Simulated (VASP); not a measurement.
# Tl (P6_3/mmc) in VASP: notebook

The runs below take Tl through single point, relaxation of cell and atoms, with PBE.

All numbers are computed with VASP 6.6.1; they aren't measurements. Logs are shortened: lines on timing, memory, paths and dates and some standing lists are left out, and cuts for length are marked.

## Step 1: The cell of the first run

It takes space group P6_3/mmc (No. 194, hexagonal). The conventional cell has a = 3.542 Å, b = 3.542 Å, c = 5.566 Å, α = 90.00°, β = 90.00°, γ = 120.00°. Within 4.5 Å of Tl (site symmetry -6m2) lie 12 Tl at 3.45 to 3.54 Å.

## Step 2: Single point, PBE (30.23 Å³/atom)

Contents of INCAR:

```
SYSTEM = Tl
PREC = Accurate
ENCUT = 520
EDIFF = 1E-6
ISMEAR = -1
SIGMA = 0.1
LREAL = .FALSE.
LASPH = .TRUE.
NELM = 100
ALGO = Normal
ISIF = 2
LWAVE = .FALSE.
LCHARG = .TRUE.
GGA = PE
LELF = .TRUE.
LVHAR = .TRUE.
NBANDS = 20
```

Contents of KPOINTS:

```
regular mesh
0
G
  17 17 9
  0 0 0
```

Contents of POSCAR:

```
Tl
1.0
    3.5417587894      0.0000000000      0.0000000000
   -1.7708793947      3.0672530857      0.0000000000
    0.0000000000      0.0000000000      5.5656888126
Tl
2
Direct
    0.3333333333      0.6666666667      0.2500000000
    0.6666666667      0.3333333333      0.7500000000
```

Potentials or basis: VASP PAW PBE potentials, release 64 (Tl_d).

Started as:

```sh
> cat potpaw_PBE.64/Tl_d/POTCAR > POTCAR
> mpirun -np 1 vasp_std > vasp.out
```

OUTCAR:

```text
SYSTEM = Tl
   PREC = Accurate
   ENCUT = 520
   EDIFF = 1E-6
   ISMEAR = -1
   LREAL = .FALSE.
   LASPH = .TRUE.
   NELM = 100
   ISIF = 2
   GGA = PE

 ion  position               nearest neighbor table
   1  0.333  0.667  0.250-   2 3.45   2 3.45   2 3.45   2 3.45   2 3.45   2 3.45
   2  0.667  0.333  0.750-   1 3.45   1 3.45   1 3.45   1 3.45   1 3.45   1 3.45

  LATTYP: Found a hexagonal cell.
 ALAT       =     3.5417587894
 C/A-ratio  =     1.5714477308

  Lattice vectors:

 A1 = (   3.5417587894,   0.0000000000,   0.0000000000)
 A2 = (  -1.7708793947,   3.0672530857,   0.0000000000)
 A3 = (   0.0000000000,   0.0000000000,   5.5656888126)

Analysis of symmetry for initial positions (statically):
=====================================================================
 Subroutine PRICEL returns:
 Original cell was already a primitive cell.

 Routine SETGRP: Setting up the symmetry group for a
 hexagonal supercell.

 Subroutine GETGRP returns: Found 24 space group operations
 (whereof 12 operations were pure point group operations)
 out of a pool of 24 trial point group operations.

The static configuration has the point symmetry D_3d.
 The point group associated with its full space group is D_6h.

Analysis of symmetry for dynamics (positions and initial velocities):
=====================================================================
 Subroutine PRICEL returns:
 Original cell was already a primitive cell.

 Routine SETGRP: Setting up the symmetry group for a
 hexagonal supercell.

 Subroutine GETGRP returns: Found 24 space group operations
 (whereof 12 operations were pure point group operations)
 out of a pool of 24 trial point group operations.

The dynamic configuration has the point symmetry D_3d.
 The point group associated with its full space group is D_6h.

 Subroutine INISYM returns: Found 24 space group operations
 (whereof 12 operations are pure point group operations),
 and found     1 'primitive' translations

----------------------------------------------------------------------------------------

                                     Primitive cell

  volume of cell :      60.4627

  direct lattice vectors                    reciprocal lattice vectors
     3.541758789  0.000000000  0.000000000     0.282345597  0.163012306  0.000000000
    -1.770879395  3.067253086  0.000000000     0.000000000  0.326024613  0.000000000
     0.000000000  0.000000000  5.565688813     0.000000000  0.000000000  0.179672280

  length of vectors
     3.541758789  3.541758789  5.565688813     0.326024613  0.326024613  0.179672280

  position of ions in fractional coordinates (direct lattice)
     0.333333333  0.666666667  0.250000000
     0.666666667  0.333333333  0.750000000

  ion indices of the primitive-cell ions
   primitive index   ion index
                 1           1
                 2           2

----------------------------------------------------------------------------------------

 KPOINTS: regular mesh

Automatic generation of k-mesh.
 Grid dimensions read from file:
 generate k-points for:   17   17    9

 Generating k-lattice:

  Cartesian coordinates                     Fractional coordinates (reciprocal lattice)
     0.016608565  0.009588959  0.000000000     0.058823529 -0.000000000  0.000000000
     0.000000000  0.019177918  0.000000000     0.000000000  0.058823529  0.000000000
     0.000000000  0.000000000  0.019963587     0.000000000  0.000000000  0.111111111

  Length of vectors
     0.019177918  0.019177918  0.019963587

  Shift w.r.t. Gamma in fractional coordinates (k-lattice)
     0.000000000  0.000000000  0.000000000

 Subroutine IBZKPT returns following result:
 ===========================================

 Found    165 irreducible k-points:

 Following reciprocal coordinates:
            Coordinates               Weight
  0.000000  0.000000  0.000000      1.000000
  0.058824  0.000000  0.000000      6.000000
  0.117647  0.000000  0.000000      6.000000
  0.176471  0.000000  0.000000      6.000000
  0.235294  0.000000  0.000000      6.000000
  0.294118 -0.000000  0.000000      6.000000
[... 16 lines left out ...]
  0.411765  0.117647  0.000000     12.000000
  0.176471  0.176471  0.000000      6.000000
 [... further k-points ...]
   k-points           NKPTS =    165   k-points in BZ     NKDIM =    165   number of bands    NBANDS=     20
   number of dos      NEDOS =    301   number of ions     NIONS =      2
   total plane-waves  NPLWV =  32928
   dimension x,y,z NGX =    28 NGY =   28 NGZ =   42
   dimension x,y,z NGXF=    56 NGYF=   56 NGZF=   84
   ions per type =               2
   NGX,Y,Z   is equivalent  to a cutoff of  13.14, 13.14, 12.55 a.u.
   NGXF,Y,Z  is equivalent  to a cutoff of  26.29, 26.29, 25.09 a.u.
 SYSTEM =  Tl
   PREC   = accura    normal or accurate (medium, high low for compatibility)
   ISTART =      0    job   : 0-new  1-cont  2-samecut
   ICHARG =      2    charge: 1-file 2-atom 10-const
   ISPIN  =      1    spin polarized calculation?
   LNONCOLLINEAR =      F non collinear calculations
   LSORBIT =      F    spin-orbit coupling
   LASPH  =      T    aspherical Exc in radial PAW
   ENCUT  =  520.0 eV  38.22 Ry    6.18 a.u.   6.59  6.59 10.35*2*pi/ulx,y,z
   NELM   =    100;   NELMIN=  2; NELMDL= -5     # of ELM steps
   EDIFF  = 0.1E-05   stopping-criterion for ELM
   LREAL  =      F    real-space projection
   EDIFFG = 0.1E-04   stopping-criterion for IOM
   NSW    =      0    number of steps for IOM
   IBRION =     -1    ionic relax: 0-MD 1-quasi-New 2-CG
   NFREE  =      0    steps in history (QN), initial steepest desc. (CG)
   ISIF   =      2    stress and relaxation
   ISYM   =      2    0-nonsym 1-usesym 2-fastsym
   POTIM  = 0.5000    time-step for ionic-motion
   TEBEG  =    0.0;   TEEND  =   0.0 temperature during run
   PSTRESS=    0.0 pullay stress
   NELECT =      26.0000    total number of electrons
   NUPDOWN=      -1.0000    fix difference up-down
   EMIN   =  10.00;   EMAX   =-10.00  energy-range for DOS
   EFERMI =   0.00;   METHOD = LEGACY
   ISMEAR =    -1;   SIGMA  =   0.10  broadening in eV -4-tet -1-fermi 0-gaus
   EFERMI_NEDOS =   21; number of points for ismear=-14 and -15
   IALGO  =     38    algorithm
   IMIX   =      4    mixing-type and parameters
     AMIX     =   0.40;   BMIX     =  1.00
     AMIX_MAG =   1.60;   BMIX_MAG =  1.00
  volume/ion in A,a.u.               =      30.23       204.01
  Fermi-wavevector in a.u.,A,eV,Ry     =   1.235673  2.335083 20.774558  1.526887
  Thomas-Fermi vector in A             =   2.370313
   LORBIT       =      0    0 simple, 1 ext, 2 COOP (PROOUT), +10 PAW based schemes
   GGA     = PE    functional components
   LHFCALC =     F    Hartree Fock is set to
   AEXX    =    0.0000 exact exchange contribution
   IVDW    =     0    specifies the selected vdW correction
   LEPSILON=     F    determine dielectric tensor
   LRPA    =     F    only Hartree local field effects (RPA)
 non-spin polarized calculation
  energy-cutoff  :      520.00
  volume of cell :       60.46
 maximum number of plane-waves:      1665
 NGX is ok and might be reduce to    28
   NGX = 13   NGY = 13   NGZ = 21

 number of electron      26.0000005 magnetization

 Free energy of the ion-electron system (eV)
  ---------------------------------------------------
  ext. energy  EPLUGINS =         0.00000000
  ---------------------------------------------------
  free energy    TOTEN  =        -4.45881311 eV

  energy without entropy =       -4.42790928  energy(sigma->0) =       -4.44336120

 E-fermi :   6.0221     XC(G=0):  -9.9144

 val. band max:        6.0053512346   @ k =   0.2353   0.1176   0.2222
 cond. band min:       6.0403211256   @ k =   0.2353   0.1765   0.0000
 fundamental gap:      0.0349698909
 Fermi energy:         6.0220919128

 k-point     1 :       0.0000    0.0000    0.0000
  band No.  band energies     occupation
      1      -5.6875      2.00000
      2      -5.4901      2.00000
      3      -5.4888      2.00000
      4      -5.4888      2.00000
      5      -5.4408      2.00000
      6      -5.4408      2.00000
[... 12 lines left out ...]
     19      16.3175      0.00000
     20      16.7917      0.00000

 k-point     2 :       0.0588    0.0000    0.0000
  band No.  band energies     occupation
      1      -5.6781      2.00000
      2      -5.5162      2.00000
      3      -5.4763      2.00000
      4      -5.4603      2.00000
      5      -5.4408      2.00000
      6      -5.4291      2.00000
[... 12 lines left out ...]
     19      16.6968      0.00000
     20      16.7588      0.00000

 k-point     3 :       0.1176    0.0000    0.0000
  band No.  band energies     occupation
      1      -5.6591      2.00000
      2      -5.5371      2.00000
      3      -5.4455      2.00000
      4      -5.4404      2.00000
      5      -5.4351      2.00000
      6      -5.4304      2.00000
[... 12 lines left out ...]
     19      16.2342      0.00000
     20      17.4638      0.00000

 k-point     4 :       0.1765    0.0000    0.0000
  band No.  band energies     occupation
      1      -5.6593      2.00000
      2      -5.5358      2.00000
      3      -5.4688      2.00000
      4      -5.4540      2.00000
      5      -5.4480      2.00000
      6      -5.3856      2.00000
[... 12 lines left out ...]
     19      15.6862      0.00000
     20      17.4962      0.00000

 k-point     5 :       0.2353    0.0000    0.0000
  band No.  band energies     occupation
      1      -5.6879      2.00000
      2      -5.5274      2.00000
      3      -5.5139      2.00000
      4      -5.4807      2.00000
      5      -5.4349      2.00000
      6      -5.3190      2.00000
[... 12 lines left out ...]
     19      15.2714      0.00000
     20      16.8743      0.00000

 k-point     6 :       0.2941   -0.0000    0.0000
  band No.  band energies     occupation
      1      -5.7255      2.00000
      2      -5.5649      2.00000
      3      -5.5395      2.00000
      4      -5.5068      2.00000
      5      -5.4005      2.00000
      6      -5.2659      2.00000
[... 12 lines left out ...]
     19      14.7893      0.00000
     20      16.3687      0.00000

 k-point     7 :       0.3529    0.0000    0.0000
  band No.  band energies     occupation
      1      -5.7605      2.00000
      2      -5.6133      2.00000
      3      -5.5597      2.00000
      4      -5.5291      2.00000
      5      -5.3653      2.00000
      6      -5.2961      2.00000
[... 12 lines left out ...]
     19      14.3632      0.00000
     20      15.9865      0.00000
[... 277 lines left out ...]
 k-point    20 :       0.2353    0.1176    0.0000
  band No.  band energies     occupation
      1      -5.6753      2.00000
      2      -5.5871      2.00000
      3      -5.5510      2.00000
      4      -5.5042      2.00000
      5      -5.3956      2.00000
      6      -5.2863      2.00000
[... 12 lines left out ...]
     19      15.2168      0.00000
     20      15.8852      0.00000

 k-point    21 :       0.2941    0.1176    0.0000
  band No.  band energies     occupation
      1      -5.7083      2.00000
      2      -5.6350      2.00000
      3      -5.5425      2.00000
      4      -5.5175      2.00000
      5      -5.3694      2.00000
      6      -5.3051      2.00000
[... 12 lines left out ...]
     19      14.8332      0.00000
     20      15.6504      0.00000

 k-point    22 :       0.3529    0.1176    0.0000
  band No.  band energies     occupation
      1      -5.7330      2.00000
      2      -5.6715      2.00000
      3      -5.5443      2.00000
      4      -5.5262      2.00000
      5      -5.3415      2.00000
      6      -5.3277      2.00000
[... 12 lines left out ...]
     19      14.5864      0.00000
     20      15.4889      0.00000

 k-point    23 :       0.4118    0.1176    0.0000
  band No.  band energies     occupation
      1      -5.7462      2.00000
      2      -5.6910      2.00000
      3      -5.5476      2.00000
      4      -5.5303      2.00000
      5      -5.3397      2.00000
      6      -5.3243      2.00000
[... 12 lines left out ...]
     19      14.4648      0.00000
     20      15.4074      0.00000

 k-point    24 :       0.1765    0.1765    0.0000
  band No.  band energies     occupation
      1      -5.6099      2.00000
      2      -5.6028      2.00000
      3      -5.5841      2.00000
      4      -5.4996      2.00000
      5      -5.3809      2.00000
      6      -5.3084      2.00000
[... 12 lines left out ...]
     19      14.9038      0.00000
     20      17.0715      0.00000

 [... further k-points ...]

------------------------ aborting loop because EDIFF is reached ----------------------------------------

  FORCE on cell =-STRESS in cart. coord.  units (eV):
  Direction    XX          YY          ZZ          XY          YZ          ZX
  --------------------------------------------------------------------------------------
  -------------------------------------------------------------------------------------
  Total        0.3730171      0.3730171      0.5191537     -0.0000000      0.0000000      0.0000000
  in kB        9.8844345      9.8844345     13.7568495     -0.0000000      0.0000000      0.0000000
  external PRESSURE =      11.1752395 kB  Pullay stress =       0.0000000 kB

 VOLUME and BASIS-vectors are now :
 -----------------------------------------------------------------------------
  energy-cutoff  :      520.00
  volume of cell :       60.46
      direct lattice vectors                 reciprocal lattice vectors
     3.541758789  0.000000000  0.000000000     0.282345597  0.163012306  0.000000000
    -1.770879395  3.067253086  0.000000000     0.000000000  0.326024613  0.000000000
     0.000000000  0.000000000  5.565688813     0.000000000  0.000000000  0.179672280

 POSITION                                       TOTAL-FORCE (eV/Angst)
 -----------------------------------------------------------------------------------
     -0.00000      2.04484      1.39142        -0.000000      0.000000      0.000000
      1.77088      1.02242      4.17427         0.000000     -0.000000      0.000000
 -----------------------------------------------------------------------------------
    total drift:                               -0.000000      0.000000     -0.000000

  FREE ENERGIE OF THE ION-ELECTRON SYSTEM (eV)
  ---------------------------------------------------
  free  energy   TOTEN  =        -4.4588131144 eV

  energy  without entropy=       -4.4279092837  energy(sigma->0) =       -4.44336120
```

It took 78 s on 1 thread of Intel Xeon Platinum 8488C (Sapphire Rapids), shared host; peak memory 0.29 GiB.

Results:

```yaml
Free_energy: -4.4588 eV
Pressure: 1.1 GPa
Band_gap_on_the_k_mesh: zero (bands 13 and 14 overlap by 4.47 eV)
```

Stress tensor (GPa, compression positive):
```
0.99 0.00 0.00
0.00 0.99 0.00
0.00 0.00 1.38
```

Caveat: spin-orbit coupling is left out, which moves the levels of the heavy elements.

## Step 3: Relaxation of cell and atoms, PBE

This run uses another cell than the first one, of 28.04 Å³/atom.

Contents of INCAR:

```
SYSTEM = Tl
ALGO = Normal
EDIFF = 1E-7
EDIFFG = -0.01
ENCUT = 600
GGA = PE
IBRION = 2
ISIF = 3
ISMEAR = -1
LASPH = .True.
LCHARG = .False.
LREAL = .False.
LWAVE = .False.
NELM = 60
NSW = 80
PREC = Accurate
SIGMA = 0.1
```

Contents of KPOINTS:

```
k-points
0
Gamma
  11 11 6
  0 0 0
```

Contents of POSCAR:

```
Tl
1.0
    3.4380020186      0.0000000000      0.0000000000
   -1.7190010093      2.9773970864      0.0000000000
    0.0000000000      0.0000000000      5.4780000000
Tl
2
Direct
    0.3333333333      0.6666666667      0.2500000000
    0.6666666667      0.3333333333      0.7500000000
```

Potentials or basis: VASP PAW PBE potentials, release 64 (Tl_d).

Started as:

```sh
> cat potpaw_PBE.64/Tl_d/POTCAR > POTCAR
> mpirun -np 1 vasp_std > vasp.out
```

It took 3.1 min on 1 thread of Intel Xeon Platinum 8488C (Sapphire Rapids), shared host; peak memory 0.23 GiB.

Results (log left out):

```yaml
Free_energy: -4.4742 eV
Relaxed_volume: 31.37 Å³/atom
Relaxed_cell: a = 3.585 Å, b = 3.585 Å, c = 5.635 Å, α = 90.00°, β = 90.00°, γ = 120.00°
Space_group_after_relaxing_to_0.1_Å: P6_3/mmc (No. 194)
Energy_gained_by_relaxing: 38.1 meV/atom
Ionic_steps: 8
Pressure_after_relaxing: 0.0 GPa
Band_gap_on_the_k_mesh: zero (bands 13 and 14 overlap by 5.17 eV)
```

The path:
```tsv
step	energy change (eV)	largest force (eV/Å)	pressure (GPa)	volume (Å³)
1	0.0000	0.0000	4.09	56.07
2	-0.0747	0.0000	0.28	62.08
3	-0.0753	0.0000	-0.01	62.76
4	-0.0753	0.0000	0.04	62.62
5	-0.0757	0.0000	0.04	62.65
6	-0.0762	0.0000	0.04	62.73
7	-0.0762	0.0000	0.04	62.74
8	-0.0762	0.0000	0.05	62.73
```

Final structure:
```cif
data_structure
_symmetry_space_group_name_H-M 'P 1'
_symmetry_Int_Tables_number 1
_cell_length_a 3.5853
_cell_length_b 3.5853
_cell_length_c 5.6352
_cell_angle_alpha 90.000
_cell_angle_beta 90.000
_cell_angle_gamma 120.000
_cell_volume 62.73
loop_
_atom_site_label
_atom_site_type_symbol
_atom_site_fract_x
_atom_site_fract_y
_atom_site_fract_z
_atom_site_occupancy
Tl1 Tl 0.33333 0.66667 0.25000 1
Tl2 Tl 0.66667 0.33333 0.75000 1
```

Levels at points of the mesh, in eV from the Fermi level:
| k point | band 9 | band 10 | band 11 | band 12 | band 13 | band 14 | band 15 | band 16 | band 17 |
| --- | --- | --- | --- | --- | --- | --- | --- | --- | --- |
| (0.00, 0.00, 0.00) | -11.07 | -11.07 | -9.42 | -4.98 | -2.40 | 7.21 | 7.21 | 9.14 | 9.14 |
| (0.00, 0.00, 0.50) | -11.16 | -11.16 | -8.09 | -8.09 | 3.29 | 3.29 | 8.14 | 8.14 | 8.14 |

Caveat: spin-orbit coupling is left out, which moves the levels of the heavy elements. Zero-point motion and thermal expansion aren't in these numbers.
